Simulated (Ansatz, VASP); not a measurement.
# HfO2 in VASP and in Ansatz

The input INCAR:

```
SYSTEM = HfO2
  PREC = Accurate
  ENCUT = 520
  EDIFF = 1E-6
  ISMEAR = 0
  SIGMA = 0.1
  LREAL = .False.
  LASPH = .True.
  NELM = 60
  ALGO = Normal
  ISIF = 2
  LWAVE = .False.
  LCHARG = .True.
  GGA = PE
  LELF = .True.
  LVHAR = .True.
  NBANDS = 18
```

KPOINTS

```
Automatic mesh
0
Gamma
  6 6 6
  0 0 0
```

File POSCAR:

```
HfO2
1.0
    0.0000000000      2.5574998900      2.5574998900
    2.5574998900      0.0000000000      2.5574998900
    2.5574998900      2.5574998900      0.0000000000
Hf O
1 2
Direct
    0.0000000000      0.0000000000      0.0000000000
    0.2500000000      0.2500000000      0.2500000000
    0.7500000000      0.7500000000      0.7500000000
```

Input for Ansatz:

```yaml
crystal:
  lattice:
    - [0.0, 2.55749989, 2.55749989]
    - [2.55749989, 0.0, 2.55749989]
    - [2.55749989, 2.55749989, 0.0]
  atoms:
    - { symbol: Hf, position: [0.0, 0.0, 0.0] }
    - { symbol: O, position: [0.25, 0.25, 0.25] }
    - { symbol: O, position: [0.75, 0.75, 0.75] }
basis:
  ecutwfc: 420
kpoints:
  mp_grid: { grid: [6, 6, 6] }
hamiltonian:
  xc: pbe
scf:
  occupations: { method: gaussian, width: 0.1 }
  lower_state_search: "off"
output:
  forces: true
  stress: true
  eigenvalues: true
```

Alike in both runs: task single point; functional PBE; k mesh 6 × 6 × 6; occupations gaussian, width 0.1 eV; no spin polarisation.

```csv
,VASP,Ansatz
version,VASP 6.6.1,Ansatz 0.2.0
potentials or method,"VASP PAW PBE potentials, release 64 (Hf_pv, O), cutoff 520 eV","scalar-relativistic, plane waves, PAW"
valence electrons in the cell,22,38
```

```csv
,VASP,Ansatz,Ansatz less VASP
gap on the k mesh at the Fermi level (eV),3.73,3.72,-0.009
least direct gap on the mesh (eV),3.73,3.72,-0.009
pressure (GPa),-6.0,-2.5,+3.53
```

The functional is the same, so the differences come from potentials, cutoffs and numerics. VASP's potentials hold 22 valence electrons a cell and Ansatz's 38, so a difference there can come from the potentials and not from the codes.

Neither program's run includes spin-orbit coupling.
